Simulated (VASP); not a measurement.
# Bi (Im-3m) in VASP: settings compared, part 3 of 3

VASP 6.6.1. Earlier steps stand in the parts before.

## 4. Single point, r2SCAN

Contents of POSCAR:

```
Bi
1.0
   -1.9929694155      1.9929694155      1.9929694155
    1.9929694155     -1.9929694155      1.9929694155
    1.9929694155      1.9929694155     -1.9929694155
Bi
1
Direct
    0.0000000000      0.0000000000      0.0000000000
```

Contents of INCAR.step1:

```
SYSTEM = Bi
PREC = Accurate
ENCUT = 550
ISMEAR = 0
SIGMA = 0.05
LREAL = .False.
LASPH = .True.
NELM = 120
NBANDS = 14
GGA = PE
ALGO = Normal
EDIFF = 1E-5
LWAVE = .True.
LCHARG = .False.
GGA_COMPAT = .False.
```

Contents of INCAR.step2:

```
SYSTEM = Bi
PREC = Accurate
ENCUT = 550
EDIFF = 1E-6
ISMEAR = 0
SIGMA = 0.05
LREAL = .False.
LASPH = .True.
NELM = 120
ALGO = Normal
ISIF = 2
LWAVE = .False.
LCHARG = .False.
METAGGA = R2SCAN
LMIXTAU = .True.
NBANDS = 14
ISTART = 1
GGA_COMPAT = .False.
```

Contents of KPOINTS:

```
Automatic mesh
0
Gamma
  14 14 14
  0 0 0
```

Potentials or basis: VASP PAW PBE potentials, release 64 (Bi_d).

Command:

```bash
$ cat potpaw_PBE.64/Bi_d/POTCAR > POTCAR
$ cp INCAR.step1 INCAR
$ mpirun -np 1 vasp_std > vasp.out
$ cp INCAR.step2 INCAR
$ mpirun -np 1 vasp_std > vasp.out
```

OUTCAR:

```text
SYSTEM = Bi
   PREC = Accurate
   ENCUT = 550
   EDIFF = 1E-6
   ISMEAR = 0
   LREAL = .False.
   LASPH = .True.
   NELM = 120
   ISIF = 2
   METAGGA = R2SCAN
   ISTART = 1

 ion  position               nearest neighbor table
   1  0.000  0.000  0.000-

  LATTYP: Found a body centered cubic cell.
 ALAT       =     3.9859388310

  Lattice vectors:

 A1 = (  -1.9929694155,   1.9929694155,   1.9929694155)
 A2 = (   1.9929694155,  -1.9929694155,   1.9929694155)
 A3 = (   1.9929694155,   1.9929694155,  -1.9929694155)

Analysis of symmetry for initial positions (statically):
=====================================================================
 Subroutine PRICEL returns:
 Original cell was already a primitive cell.

 Routine SETGRP: Setting up the symmetry group for a
 body centered cubic supercell.

 Subroutine GETGRP returns: Found 48 space group operations
 (whereof 48 operations were pure point group operations)
 out of a pool of 48 trial point group operations.

The static configuration has the point symmetry O_h .

Analysis of symmetry for dynamics (positions and initial velocities):
=====================================================================
 Subroutine PRICEL returns:
 Original cell was already a primitive cell.

 Routine SETGRP: Setting up the symmetry group for a
 body centered cubic supercell.

 Subroutine GETGRP returns: Found 48 space group operations
 (whereof 48 operations were pure point group operations)
 out of a pool of 48 trial point group operations.

The dynamic configuration has the point symmetry O_h .

 Subroutine INISYM returns: Found 48 space group operations
 (whereof 48 operations are pure point group operations),
 and found     1 'primitive' translations

----------------------------------------------------------------------------------------

                                     Primitive cell

  volume of cell :      31.6637

  direct lattice vectors                    reciprocal lattice vectors
    -1.992969415  1.992969415  1.992969415     0.000000000  0.250881923  0.250881923
     1.992969415 -1.992969415  1.992969415     0.250881923  0.000000000  0.250881923
     1.992969415  1.992969415 -1.992969415     0.250881923  0.250881923  0.000000000

  length of vectors
     3.451924286  3.451924286  3.451924286     0.354800618  0.354800618  0.354800618

  position of ions in fractional coordinates (direct lattice)
     0.000000000  0.000000000  0.000000000

  ion indices of the primitive-cell ions
   primitive index   ion index
                 1           1

----------------------------------------------------------------------------------------

 KPOINTS: Automatic mesh

Automatic generation of k-mesh.
 Grid dimensions read from file:
 generate k-points for:   14   14   14

 Generating k-lattice:

  Cartesian coordinates                     Fractional coordinates (reciprocal lattice)
     0.000000000  0.017920137  0.017920137     0.071428571  0.000000000  0.000000000
     0.017920137  0.000000000  0.017920137     0.000000000  0.071428571  0.000000000
     0.017920137  0.017920137  0.000000000     0.000000000  0.000000000  0.071428571

  Length of vectors
     0.025342901  0.025342901  0.025342901

  Shift w.r.t. Gamma in fractional coordinates (k-lattice)
     0.000000000  0.000000000  0.000000000

 Subroutine IBZKPT returns following result:
 ===========================================

 Found    104 irreducible k-points:

 Following reciprocal coordinates:
            Coordinates               Weight
  0.000000  0.000000  0.000000      1.000000
  0.071429  0.000000  0.000000     12.000000
  0.142857  0.000000  0.000000     12.000000
  0.214286  0.000000  0.000000     12.000000
  0.285714  0.000000  0.000000     12.000000
  0.357143  0.000000  0.000000     12.000000
[... 16 lines left out ...]
  0.285714  0.285714  0.000000     24.000000
  0.357143  0.285714 -0.000000     24.000000
 [... further k-points ...]
   k-points           NKPTS =    104   k-points in BZ     NKDIM =    104   number of bands    NBANDS=     14
   number of dos      NEDOS =    301   number of ions     NIONS =      1
   total plane-waves  NPLWV =  21952
   dimension x,y,z NGX =    28 NGY =   28 NGZ =   28
   dimension x,y,z NGXF=    56 NGYF=   56 NGZF=   56
   ions per type =               1
   NGX,Y,Z   is equivalent  to a cutoff of  13.48, 13.48, 13.48 a.u.
   NGXF,Y,Z  is equivalent  to a cutoff of  26.97, 26.97, 26.97 a.u.
 SYSTEM =  Bi
   PREC   = accura    normal or accurate (medium, high low for compatibility)
   ISTART =      1    job   : 0-new  1-cont  2-samecut
   ICHARG =      0    charge: 1-file 2-atom 10-const
   ISPIN  =      1    spin polarized calculation?
   LNONCOLLINEAR =      F non collinear calculations
   LSORBIT =      F    spin-orbit coupling
   LASPH  =      T    aspherical Exc in radial PAW
   ENCUT  =  550.0 eV  40.42 Ry    6.36 a.u.   6.60  6.60  6.60*2*pi/ulx,y,z
   NELM   =    120;   NELMIN=  2; NELMDL=  0     # of ELM steps
   EDIFF  = 0.1E-05   stopping-criterion for ELM
   LREAL  =      F    real-space projection
   EDIFFG = 0.1E-04   stopping-criterion for IOM
   NSW    =      0    number of steps for IOM
   IBRION =     -1    ionic relax: 0-MD 1-quasi-New 2-CG
   NFREE  =      0    steps in history (QN), initial steepest desc. (CG)
   ISIF   =      2    stress and relaxation
   ISYM   =      2    0-nonsym 1-usesym 2-fastsym
   POTIM  = 0.5000    time-step for ionic-motion
   TEBEG  =    0.0;   TEEND  =   0.0 temperature during run
   PSTRESS=    0.0 pullay stress
   NELECT =      15.0000    total number of electrons
   NUPDOWN=      -1.0000    fix difference up-down
   EMIN   =  10.00;   EMAX   =-10.00  energy-range for DOS
   EFERMI =   0.00;   METHOD = LEGACY
   ISMEAR =     0;   SIGMA  =   0.05  broadening in eV -4-tet -1-fermi 0-gaus
   EFERMI_NEDOS =   21; number of points for ismear=-14 and -15
   IALGO  =     38    algorithm
   IMIX   =      4    mixing-type and parameters
     AMIX     =   0.40;   BMIX     =  1.00
     AMIX_MAG =   1.60;   BMIX_MAG =  1.00
  volume/ion in A,a.u.               =      31.66       213.68
  Fermi-wavevector in a.u.,A,eV,Ry     =   1.276198  2.411664 22.159544  1.628681
  Thomas-Fermi vector in A             =   2.408867
   LORBIT       =      0    0 simple, 1 ext, 2 COOP (PROOUT), +10 PAW based schemes
   METAGGA = R2SCAN    functional components
   LHFCALC =     F    Hartree Fock is set to
   AEXX    =    0.0000 exact exchange contribution
   IVDW    =     0    specifies the selected vdW correction
   LEPSILON=     F    determine dielectric tensor
   LRPA    =     F    only Hartree local field effects (RPA)
 non-spin polarized calculation
 Gauss-broadening in eV      SIGMA  =   0.05
  energy-cutoff  :      550.00
  volume of cell :       31.66
 maximum number of plane-waves:       959
   NGX = 13   NGY = 13   NGZ = 13

 number of electron      14.9999999 magnetization

 Free energy of the ion-electron system (eV)
  ---------------------------------------------------
  ext. energy  EPLUGINS =         0.00000000
  ---------------------------------------------------
  free energy    TOTEN  =       -58.26116286 eV

  energy without entropy =      -58.25967945  energy(sigma->0) =      -58.26042115

 E-fermi :   7.5306     XC(G=0): -10.9722

 val. band max:        7.5191856077   @ k =  -0.4286   0.4286   0.2143
 cond. band min:       7.5364247490   @ k =  -0.4286   0.4286   0.2857
 fundamental gap:      0.0172391413
 Fermi energy:         7.5306053230

 k-point     1 :       0.0000    0.0000    0.0000
  band No.  band energies     occupation
      1     -16.1179      2.00000
      2     -16.1179      2.00000
      3     -16.1179      2.00000
      4     -15.9828      2.00000
      5     -15.9828      2.00000
      6      -6.3844      2.00000
      7      12.8292      0.00000
      8      12.8292      0.00000
      9      12.8292      0.00000
     10      17.5031      0.00000
     11      18.8949      0.00000
     12      18.8949      0.00000
     13      18.8949      0.00000
     14      19.6754      0.00000
[... 375 lines left out ...]
 k-point    24 :       0.3571    0.2857   -0.0000
  band No.  band energies     occupation
      1     -16.1247      2.00000
      2     -16.0373      2.00000
      3     -16.0181      2.00000
      4     -15.9769      2.00000
      5     -15.9513      2.00000
      6      -2.7638      2.00000
      7       3.7846      2.00000
      8       4.8796      2.00000
      9      10.0814      0.00000
     10      16.5919      0.00000
     11      18.7412      0.00000
     12      19.4477      0.00000
     13      22.7835      0.00000
     14      24.9689      0.00000

 [... further k-points ...]

------------------------ aborting loop because EDIFF is reached ----------------------------------------

  FORCE on cell =-STRESS in cart. coord.  units (eV):
  Direction    XX          YY          ZZ          XY          YZ          ZX
  --------------------------------------------------------------------------------------
  -------------------------------------------------------------------------------------
  Total       -0.1992871     -0.1992871     -0.1992871      0.0000000     -0.0000000     -0.0000000
  in kB      -10.0838832    -10.0838832    -10.0838832      0.0000000     -0.0000000     -0.0000000
  external PRESSURE =     -10.0838832 kB  Pullay stress =       0.0000000 kB

 VOLUME and BASIS-vectors are now :
 -----------------------------------------------------------------------------
  energy-cutoff  :      550.00
  volume of cell :       31.66
      direct lattice vectors                 reciprocal lattice vectors
    -1.992969415  1.992969415  1.992969415     0.000000000  0.250881923  0.250881923
     1.992969415 -1.992969415  1.992969415     0.250881923  0.000000000  0.250881923
     1.992969415  1.992969415 -1.992969415     0.250881923  0.250881923  0.000000000

 POSITION                                       TOTAL-FORCE (eV/Angst)
 -----------------------------------------------------------------------------------
      0.00000      0.00000      0.00000         0.000000      0.000000      0.000000
 -----------------------------------------------------------------------------------
    total drift:                               -0.000000     -0.000000     -0.000000

  FREE ENERGIE OF THE ION-ELECTRON SYSTEM (eV)
  ---------------------------------------------------
  free  energy   TOTEN  =       -58.2611628568 eV

  energy  without entropy=      -58.2596794499  energy(sigma->0) =      -58.26042115
```

OUTCAR.step1:

```text
SYSTEM = Bi
   PREC = Accurate
   ENCUT = 550
   ISMEAR = 0
   LREAL = .False.
   LASPH = .True.
   NELM = 120
[... 624 lines left out ...]
 -----------------------------------------------------------------------------------
      0.00000      0.00000      0.00000         0.000000      0.000000     -0.000000
 -----------------------------------------------------------------------------------
    total drift:                               -0.000000     -0.000000     -0.000000

  FREE ENERGIE OF THE ION-ELECTRON SYSTEM (eV)
  ---------------------------------------------------
  free  energy   TOTEN  =        -3.7494931068 eV

  energy  without entropy=       -3.7478136892  energy(sigma->0) =       -3.74865340
```

OSZICAR.step1:

```text
N       E                     dE             d eps       ncg     rms          rms(c)
DAV:   1     0.117429847940E+03    0.11743E+03   -0.78777E+03  2954   0.127E+03
DAV:   2     0.323931260331E+01   -0.11419E+03   -0.11069E+03  3146   0.351E+02
DAV:   3    -0.358539603510E+01   -0.68247E+01   -0.67849E+01  3736   0.816E+01
DAV:   4    -0.374607742955E+01   -0.16068E+00   -0.16064E+00  3612   0.132E+01
DAV:   5    -0.375291835591E+01   -0.68409E-02   -0.68408E-02  4264   0.251E+00    0.458E-01
DAV:   6    -0.374959270755E+01    0.33256E-02   -0.82004E-03  3980   0.121E+00    0.278E-01
DAV:   7    -0.374940560447E+01    0.18710E-03   -0.50943E-03  3866   0.956E-01    0.837E-02
DAV:   8    -0.374949213807E+01   -0.86534E-04   -0.51321E-04  3774   0.323E-01    0.990E-03
DAV:   9    -0.374949310683E+01   -0.96876E-06   -0.85869E-06  2820   0.409E-02
   1 F= -.37494931E+01 E0= -.37486534E+01  d E =-.167942E-02
```

Wall time 74 s (1 thread of Intel Xeon 6975P-C (Granite Rapids), shared host); peak memory 0.19 GiB.

Results:

```
Free energy            : -58.2612 eV
Pressure               : -1.0 GPa
Band gap on the k mesh : zero (an odd number of electrons rules out a gap without spin polarisation)
```

Caveat: the PAW data sets were made with another functional, which shifts forces and pressure a little; spin-orbit coupling is left out, which moves the levels of the heavy elements.

## 5. Overview

| level | cell | k mesh | cutoff (eV) | gap on the mesh (eV) | pressure (GPa) |
| --- | --- | --- | --- | --- | --- |
| PBE | a = 3.452 Å, angles 109.5°, 1 atom | 6 × 6 × 6 | 500 | none | 0.1 |
| PBE | a = 3.546 Å, angles 109.5°, 1 atom | 6 × 6 × 6 | 500 | none | -3.5 |
| r2SCAN | a = 3.452 Å, angles 109.5°, 1 atom | 14 × 14 × 14 | 550 | none | -1.0 |

Alike in all rows: task single point; potentials or basis VASP PAW PBE potentials, release 64 (Bi_d); no spin polarisation; smearing gaussian 0.05 eV.

Caveats: some runs use coarse meshes; spin-orbit coupling is left out, which moves the levels of the heavy elements; the PAW data sets were made with another functional, which shifts forces and pressure a little (at least some runs).

Total energies depend on the potentials used, so only differences within one code and one set of settings carry meaning.

The gap in the log of VASP goes by the Fermi energy; the results here count the filled bands.